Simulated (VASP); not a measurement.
Write the native input for VASP 6.6.1 that does the following.

```yaml
Task: single point
Functional: LDA
Potentials_or_basis: VASP PAW LDA potentials, release 64 (Mo_sv)
Cutoff: 520 eV
k_mesh: 23 × 23 × 23
Occupations: fermi-dirac, width 0.1 eV
Spin: no spin polarisation
Dipole_correction: no
Further_INCAR_settings: ALGO = Normal; EDIFF = 1e-07; NBANDS = 13
```

The structure of Mo lies in POSCAR:

```
Mo
1.0
   -1.5355246056      1.5355246056      1.5355246056
    1.5355246056     -1.5355246056      1.5355246056
    1.5355246056      1.5355246056     -1.5355246056
Mo
1
Direct
    0.0000000000      0.0000000000      0.0000000000
```

This cell differs from its parent crystal: volume scaled by 0.96.

The input as run:

INCAR

```
SYSTEM = Mo
ALGO = Normal ; EDIFF = 1E-7
ENCUT = 520 ; GGA = CA
ISIF = 2 ; ISMEAR = -1
LASPH = .True. ; LCHARG = .False.
LREAL = .False. ; LWAVE = .False.
NBANDS = 13 ; NELM = 60
PREC = Accurate ; SIGMA = 0.1
```

KPOINTS

```
k-points
0
Gamma
  23 23 23
  0 0 0
```

Potentials or basis: VASP PAW LDA potentials, release 64 (Mo_sv).

Command:

```bash
$ cat potpaw_LDA.64/Mo_sv/POTCAR > POTCAR
$ mpirun -np 1 vasp_std > vasp.out
```

It gave:

| Item | Value |
| --- | --- |
| Pressure | 13.8 GPa |
| Band gap on the k mesh | zero (band 7 reaches 18.06 eV, above the bottom of band 8 at 12.21 eV) |

Wall time 73 s on 1 thread of Intel Xeon 8259CL, on a shared host, peak memory 0.17 GiB.
